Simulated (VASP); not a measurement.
# C (R-3m) in VASP: further runs

C is run at these levels: PBE; tasks: single point.

All numbers are computed with VASP 6.6.1; they aren't measurements. Logs are shortened: lines on timing, memory, paths and dates and some standing lists are left out, and cuts for length are marked.

**1. The cell of the first run**

Symmetry: R-3m, No. 166, trigonal system. The conventional cell has a = 2.520 Å, b = 2.520 Å, c = 31.101 Å, α = 90.00°, β = 90.00°, γ = 120.00°. Within 2.1 Å of C (site symmetry 3m) lie 4 C at 1.54 Å. C (site symmetry 3m) has 4 C at 1.54 to 1.55 Å within 2.1 Å. Within 2.1 Å of C (site symmetry 3m) lie 4 C at 1.54 to 1.55 Å. Within 2.1 Å of C (site symmetry 3m) lie 4 C at 1.54 to 1.57 Å. C (site symmetry 3m) has 4 C at 1.54 to 1.57 Å within 2.1 Å.

**2. Single point, PBE**

The input, INCAR:

```
PREC = Accurate ; ENCUT = 520
EDIFF = 1E-6 ; ISMEAR = 0
SIGMA = 0.02 ; LREAL = False
LASPH = True ; NELM = 60
ALGO = Normal ; ISIF = 2
LWAVE = False ; LCHARG = False
GGA = PE ; NBANDS = 31
```

The input, KPOINTS:

```
regular mesh
0
Gamma
  12 12 12
```

The input, POSCAR:

```
C
1.0
    1.2597845300      0.7273369375     10.3670139469
   -1.2597845300      0.7273369375     10.3670139469
    0.0000000000     -1.4546738750     10.3670139469
C
10
Direct
    0.0248257000      0.0248257000      0.0248257000
    0.9751743000      0.9751743000      0.9751743000
    0.1086810650      0.1086810650      0.1086810650
    0.8913189350      0.8913189350      0.8913189350
    0.1583663742      0.1583663742      0.1583663742
    0.8416336258      0.8416336258      0.8416336258
    0.3748589682      0.3748589682      0.3748589682
    0.6251410318      0.6251410318      0.6251410318
    0.4253192967      0.4253192967      0.4253192967
    0.5746807033      0.5746807033      0.5746807033
```

Potentials or basis: VASP PAW PBE potentials, release 64 (C).

On the command line:

```bash
$ cat potpaw_PBE.64/C/POTCAR > POTCAR
$ mpirun -np 1 vasp_std > vasp.out
```

OUTCAR:

```text
PREC = Accurate
   ENCUT = 520
   EDIFF = 1E-6
   ISMEAR = 0
   LREAL = False
   LASPH = True
   NELM = 60
   ISIF = 2
   GGA = PE

 ion  position               nearest neighbor table
   1  0.025  0.025  0.025-   2 1.54   7 1.54   7 1.54   7 1.54
   2  0.975  0.975  0.975-   1 1.54   8 1.54   8 1.54   8 1.54
   3  0.109  0.109  0.109-   9 1.54   9 1.54   9 1.54   5 1.55
   4  0.891  0.891  0.891-  10 1.54  10 1.54  10 1.54   6 1.55
   5  0.158  0.158  0.158-   6 1.54   6 1.54   6 1.54   3 1.55
   6  0.842  0.842  0.842-   5 1.54   5 1.54   5 1.54   4 1.55
   7  0.375  0.375  0.375-   1 1.54   1 1.54   1 1.54   9 1.57
   8  0.625  0.625  0.625-   2 1.54   2 1.54   2 1.54  10 1.57
   9  0.425  0.425  0.425-   3 1.54   3 1.54   3 1.54   7 1.57
  10  0.575  0.575  0.575-   4 1.54   4 1.54   4 1.54   8 1.57

  LATTYP: Found a trigonal (rhomboedric) cell.
 ALAT       =    10.4685746049
 COS(alpha) =     0.9710367407

  Lattice vectors:

 A1 = (   1.2597845300,   0.7273369375,  10.3670139469)
 A2 = (  -1.2597845300,   0.7273369375,  10.3670139469)
 A3 = (   0.0000000000,  -1.4546738750,  10.3670139469)

Analysis of symmetry for initial positions (statically):
=====================================================================
 Subroutine PRICEL returns:
 Original cell was already a primitive cell.

 Routine SETGRP: Setting up the symmetry group for a
 trigonal (rhombohedral) supercell.

 Subroutine GETGRP returns: Found 12 space group operations
 (whereof 12 operations were pure point group operations)
 out of a pool of 12 trial point group operations.

The static configuration has the point symmetry D_3d.

Analysis of symmetry for dynamics (positions and initial velocities):
=====================================================================
 Subroutine PRICEL returns:
 Original cell was already a primitive cell.

 Routine SETGRP: Setting up the symmetry group for a
 trigonal (rhombohedral) supercell.

 Subroutine GETGRP returns: Found 12 space group operations
 (whereof 12 operations were pure point group operations)
 out of a pool of 12 trial point group operations.

The dynamic configuration has the point symmetry D_3d.

 Subroutine INISYM returns: Found 12 space group operations
 (whereof 12 operations are pure point group operations),
 and found     1 'primitive' translations

----------------------------------------------------------------------------------------

                                     Primitive cell

  volume of cell :      56.9950

  direct lattice vectors                    reciprocal lattice vectors
     1.259784530  0.727336937 10.367013947     0.396893269  0.229146436  0.032153264
    -1.259784530  0.727336937 10.367013947    -0.396893269  0.229146436  0.032153264
     0.000000000 -1.454673875 10.367013947     0.000000000 -0.458292871  0.032153264

  length of vectors
    10.468574605 10.468574605 10.468574605     0.459419403  0.459419403  0.459419403

  position of ions in fractional coordinates (direct lattice)
     0.024825700  0.024825700  0.024825700
     0.975174300  0.975174300  0.975174300
     0.108681065  0.108681065  0.108681065
     0.891318935  0.891318935  0.891318935
     0.158366374  0.158366374  0.158366374
     0.841633626  0.841633626  0.841633626
     0.374858968  0.374858968  0.374858968
     0.625141032  0.625141032  0.625141032
     0.425319297  0.425319297  0.425319297
     0.574680703  0.574680703  0.574680703

  ion indices of the primitive-cell ions
   primitive index   ion index
                 1           1
                 2           2
                 3           3
                 4           4
                 5           5
                 6           6
                 7           7
                 8           8
                 9           9
                10          10

----------------------------------------------------------------------------------------

 KPOINTS: regular mesh

Automatic generation of k-mesh.
 Grid dimensions read from file:
 generate k-points for:   12   12   12

 Generating k-lattice:

  Cartesian coordinates                     Fractional coordinates (reciprocal lattice)
     0.033074439  0.019095536  0.002679439     0.083333333  0.000000000  0.000000000
    -0.033074439  0.019095536  0.002679439     0.000000000  0.083333333  0.000000000
     0.000000000 -0.038191073  0.002679439     0.000000000  0.000000000  0.083333333

  Length of vectors
     0.038284950  0.038284950  0.038284950

  Shift w.r.t. Gamma in fractional coordinates (k-lattice)
     0.000000000  0.000000000  0.000000000

 Subroutine IBZKPT returns following result:
 ===========================================

 Found    189 irreducible k-points:

 Following reciprocal coordinates:
            Coordinates               Weight
  0.000000  0.000000  0.000000      1.000000
  0.083333  0.000000  0.000000      6.000000
  0.166667  0.000000  0.000000      6.000000
  0.250000  0.000000 -0.000000      6.000000
  0.333333 -0.000000  0.000000      6.000000
  0.416667  0.000000 -0.000000      6.000000
[... 16 lines left out ...]
  0.500000  0.166667  0.000000     12.000000
 -0.416667  0.166667  0.000000     12.000000
 [... further k-points ...]
   k-points           NKPTS =    189   k-points in BZ     NKDIM =    189   number of bands    NBANDS=     31
   number of dos      NEDOS =    301   number of ions     NIONS =     10
   total plane-waves  NPLWV = 512000
   dimension x,y,z NGX =    80 NGY =   80 NGZ =   80
   dimension x,y,z NGXF=   160 NGYF=  160 NGZF=  160
   ions per type =              10
   NGX,Y,Z   is equivalent  to a cutoff of  12.70, 12.70, 12.70 a.u.
   NGXF,Y,Z  is equivalent  to a cutoff of  25.41, 25.41, 25.41 a.u.
 SYSTEM =  unknown system
   PREC   = accura    normal or accurate (medium, high low for compatibility)
   ISTART =      0    job   : 0-new  1-cont  2-samecut
   ICHARG =      2    charge: 1-file 2-atom 10-const
   ISPIN  =      1    spin polarized calculation?
   LNONCOLLINEAR =      F non collinear calculations
   LSORBIT =      F    spin-orbit coupling
   LASPH  =      T    aspherical Exc in radial PAW
   ENCUT  =  520.0 eV  38.22 Ry    6.18 a.u.  19.46 19.46 19.46*2*pi/ulx,y,z
   NELM   =     60;   NELMIN=  2; NELMDL= -5     # of ELM steps
   EDIFF  = 0.1E-05   stopping-criterion for ELM
   LREAL  =      F    real-space projection
[... 7 lines left out ...]
   TEBEG  =    0.0;   TEEND  =   0.0 temperature during run
   PSTRESS=    0.0 pullay stress
   NELECT =      40.0000    total number of electrons
   NUPDOWN=      -1.0000    fix difference up-down
   EMIN   =  10.00;   EMAX   =-10.00  energy-range for DOS
   EFERMI =   0.00;   METHOD = LEGACY
   ISMEAR =     0;   SIGMA  =   0.02  broadening in eV -4-tet -1-fermi 0-gaus
   EFERMI_NEDOS =   21; number of points for ismear=-14 and -15
   IALGO  =     38    algorithm
   IMIX   =      4    mixing-type and parameters
     AMIX     =   0.40;   BMIX     =  1.00
     AMIX_MAG =   1.60;   BMIX_MAG =  1.00
  volume/ion in A,a.u.               =       5.70        38.46
  Fermi-wavevector in a.u.,A,eV,Ry     =   1.454842  2.749253 28.797625  2.116566
  Thomas-Fermi vector in A             =   2.571946
   LORBIT       =      0    0 simple, 1 ext, 2 COOP (PROOUT), +10 PAW based schemes
   GGA     = PE    functional components
   LHFCALC =     F    Hartree Fock is set to
   AEXX    =    0.0000 exact exchange contribution
   IVDW    =     0    specifies the selected vdW correction
   LEPSILON=     F    determine dielectric tensor
   LRPA    =     F    only Hartree local field effects (RPA)
 non-spin polarized calculation
 Gauss-broadening in eV      SIGMA  =   0.02
  energy-cutoff  :      520.00
  volume of cell :       57.00
 maximum number of plane-waves:      1560
 NGX is ok and might be reduce to    80
   NGX = 39   NGY = 39   NGZ = 39

 number of electron      39.9999996 magnetization

 Free energy of the ion-electron system (eV)
  ---------------------------------------------------
  ext. energy  EPLUGINS =         0.00000000
  ---------------------------------------------------
  free energy    TOTEN  =       -90.85685781 eV

  energy without entropy =      -90.85685781  energy(sigma->0) =      -90.85685781

 E-fermi :   9.9151     XC(G=0): -13.2251

 val. band max:        9.7642221321   @ k =   0.0000   0.0000   0.0000
 cond. band min:      14.2422063012   @ k =  -0.3333  -0.3333   0.0833
 fundamental gap:      4.4779841692
 Fermi energy:         9.9150973421

 k-point     1 :       0.0000    0.0000    0.0000
  band No.  band energies     occupation
      1     -11.7642      2.00000
      2     -10.7113      2.00000
      3     -10.6400      2.00000
      4      -7.5684      2.00000
      5      -7.5487      2.00000
      6      -1.7675      2.00000
[... 23 lines left out ...]
     30      18.1184      0.00000
     31      18.3175      0.00000

 k-point     2 :       0.0833    0.0000    0.0000
  band No.  band energies     occupation
      1     -11.5922      2.00000
      2     -10.5751      2.00000
      3     -10.4359      2.00000
      4      -7.5041      2.00000
      5      -7.2906      2.00000
      6      -1.7666      2.00000
[... 23 lines left out ...]
     30      18.2097      0.00000
     31      18.5969      0.00000

 k-point     3 :       0.1667    0.0000    0.0000
  band No.  band energies     occupation
      1     -11.0782      2.00000
      2     -10.1211      2.00000
      3      -9.8734      2.00000
      4      -7.1262      2.00000
      5      -6.7072      2.00000
      6      -1.4973      2.00000
[... 23 lines left out ...]
     30      18.7711      0.00000
     31      19.4817      0.00000

 k-point     4 :       0.2500    0.0000   -0.0000
  band No.  band energies     occupation
      1     -10.2289      2.00000
      2      -9.3377      2.00000
      3      -8.9798      2.00000
      4      -6.4330      2.00000
      5      -5.8238      2.00000
      6      -1.0205      2.00000
[... 23 lines left out ...]
     30      19.7150      0.00000
     31      19.8944      0.00000

 k-point     5 :       0.3333   -0.0000    0.0000
  band No.  band energies     occupation
      1      -9.0597      2.00000
      2      -8.2386      2.00000
      3      -7.7799      2.00000
      4      -5.4501      2.00000
      5      -4.6906      2.00000
      6      -1.2023      2.00000
[... 23 lines left out ...]
     30      20.3754      0.00000
     31      20.5379      0.00000
[... 542 lines left out ...]
     30      20.2194      0.00000
     31      20.5996      0.00000

 k-point    22 :       0.4167    0.1667    0.0000
  band No.  band energies     occupation
      1      -8.5413      2.00000
      2      -7.9007      2.00000
      3      -7.1025      2.00000
      4      -5.2905      2.00000
      5      -3.9624      2.00000
      6      -1.2430      2.00000
[... 23 lines left out ...]
     30      20.1459      0.00000
     31      20.7861      0.00000

 k-point    23 :       0.5000    0.1667    0.0000
  band No.  band energies     occupation
      1      -7.1112      2.00000
      2      -6.5475      2.00000
      3      -5.7211      2.00000
      4      -4.1984      2.00000
      5      -3.2710      2.00000
      6      -2.5105      2.00000
[... 23 lines left out ...]
     30      20.1844      0.00000
     31      20.4575      0.00000

 k-point    24 :      -0.4167    0.1667    0.0000
  band No.  band energies     occupation
      1      -5.8561      2.00000
      2      -5.4935      2.00000
      3      -5.1146      2.00000
      4      -4.1913      2.00000
      5      -3.9865      2.00000
      6      -3.0887      2.00000
[... 23 lines left out ...]
     30      20.2517      0.00000
     31      20.5429      0.00000

 [... further k-points ...]
[... 5 lines left out ...]
  --------------------------------------------------------------------------------------
  -------------------------------------------------------------------------------------
  Total        0.2250969      0.2250969      0.2125968      0.0000000      0.0000000      0.0000000
  in kB        6.3276607      6.3276607      5.9762737      0.0000000      0.0000000      0.0000000
  external PRESSURE =       6.2105317 kB  Pullay stress =       0.0000000 kB

 VOLUME and BASIS-vectors are now :
 -----------------------------------------------------------------------------
  energy-cutoff  :      520.00
  volume of cell :       57.00
      direct lattice vectors                 reciprocal lattice vectors
     1.259784530  0.727336937 10.367013947     0.396893269  0.229146436  0.032153264
    -1.259784530  0.727336937 10.367013947    -0.396893269  0.229146436  0.032153264
     0.000000000 -1.454673875 10.367013947     0.000000000 -0.458292871  0.032153264

 POSITION                                       TOTAL-FORCE (eV/Angst)
 -----------------------------------------------------------------------------------
      0.00000      0.00000      0.77211         0.000000      0.000000     -0.000452
      0.00000      0.00000     30.32894         0.000000      0.000000      0.000452
      0.00000      0.00000      3.38009         0.000000      0.000000      0.000209
      0.00000      0.00000     27.72095         0.000000      0.000000     -0.000209
      0.00000      0.00000      4.92536         0.000000     -0.000000     -0.000566
      0.00000      0.00000     26.17568         0.000000      0.000000      0.000566
      0.00000      0.00000     11.65850         0.000000      0.000000      0.004184
      0.00000      0.00000     19.44254         0.000000     -0.000000     -0.004184
      0.00000      0.00000     13.22787         0.000000      0.000000     -0.004216
      0.00000      0.00000     17.87317         0.000000     -0.000000      0.004216
 -----------------------------------------------------------------------------------
    total drift:                               -0.000000     -0.000000      0.000000

  FREE ENERGIE OF THE ION-ELECTRON SYSTEM (eV)
  ---------------------------------------------------
  free  energy   TOTEN  =       -90.8568578052 eV

  energy  without entropy=      -90.8568578052  energy(sigma->0) =      -90.85685781
```

It took 65 min on 1 thread of Intel Xeon Platinum 8488C (Sapphire Rapids), shared host; peak memory 0.95 GiB.

Results:

```yaml
Free_energy: -90.8569 eV
Pressure: 0.6 GPa
Largest_force: 0.004 eV/Å
Band_gap_on_the_k_mesh: 4.48 eV (least direct gap 5.34 eV)
```

Forces on the atoms (eV/Å):
```
C    0.000  0.000  0.000
C    0.000  0.000  0.000
C    0.000  0.000  0.000
C    0.000  0.000  0.000
C    0.000  0.000 -0.001
C    0.000  0.000  0.001
C    0.000  0.000  0.004
C    0.000  0.000 -0.004
C    0.000  0.000 -0.004
C    0.000  0.000  0.004
```

A k mesh can miss the band edges. A hybrid or GW would open this gap; PBE tends to underestimate it.

(Part 1 of 2 ends here.)
